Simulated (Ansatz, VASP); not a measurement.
## NaF: VASP beside Ansatz

```
Na F
1.0
     0.00000    2.26650    2.26650
     2.26650    0.00000    2.26650
     2.26650    2.26650    0.00000
Na F
1 1
Direct
  0.00000 0.00000 0.00000
  0.50000 0.50000 0.50000
```

Alike in both runs: task relaxation of the atoms; functional r2SCAN; k mesh 10 × 10 × 10; occupations fermi-dirac, width 0.02 eV; no spin polarisation.

|  | VASP | Ansatz |
| --- | --- | --- |
| version | VASP 6.6.1 | Ansatz 0.2.0 |
| potentials or method | VASP PAW PBE potentials, release 64 (Na_pv, F), cutoff 520 eV | PAW plane waves |
| valence electrons in the cell | 14 | 16 |

Ansatz gave:

- gap on the k mesh at the Fermi level, each at its own relaxed structure (eV): 7.52

Question: Which values does VASP return?

Answer: gap on the k mesh at the Fermi level, each at its own relaxed structure (eV): 7.56.

VASP's potentials were made for PBE, not for r2SCAN. VASP's potentials hold 14 valence electrons a cell and Ansatz's 16, so a difference there can come from the potentials and not from the codes. Ansatz's warnings: stress scf threshold loose.

Noted on VASP's run: the relaxation stopped at its first step, so nothing moved.
